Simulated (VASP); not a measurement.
The system is LuPd.

```xyz
2
Lattice="3.4150 0.0000 0.0000 0.0000 3.4150 0.0000 0.0000 0.0000 3.4150" Properties=species:S:1:pos:R:3 pbc="T T T"
Lu    0.0000    0.0000    0.0000
Pd    1.7075    1.7075    1.7075
```

```yaml
Program: VASP 6.6.1
Task: relaxation of cell and atoms
Functional: LDA
Potentials_or_basis: VASP PAW PBE potentials, release 64 (Lu, Pd_sv_GW)
Cutoff: 630 eV
k_mesh: 14 × 14 × 14
Occupations: methfessel-paxton, width 0.1 eV
Spin: no spin polarisation
```

At the start: pressure -6.1 GPa; volume 19.91 Å³/atom.

Question: Where does the relaxation end?

Answer: Over 4 steps the energy falls by 21.0 meV/atom and the volume is 18.86 Å³/atom (-5.3 %); space group Pm-3m (No. 221, to 0.1 Å) before and after.

Step by step:
```csv
step,energy change (eV),largest force (eV/Å),pressure (GPa),volume (Å³)
1,0.0000,0.0000,-6.08,39.83
2,0.0089,0.0000,7.91,35.63
3,-0.0420,0.0000,-0.09,37.76
4,-0.0420,0.0000,-0.08,37.72
```

Final structure:
```
Lu Pd
1.0
     3.35383    0.00000    0.00000
     0.00000    3.35383    0.00000
     0.00000    0.00000    3.35383
Lu Pd
1 1
Direct
  0.00000 0.00000 0.00000
  0.50000 0.50000 0.50000
```

Caveat: the PAW data sets were made with another functional, which shifts forces and pressure a little.
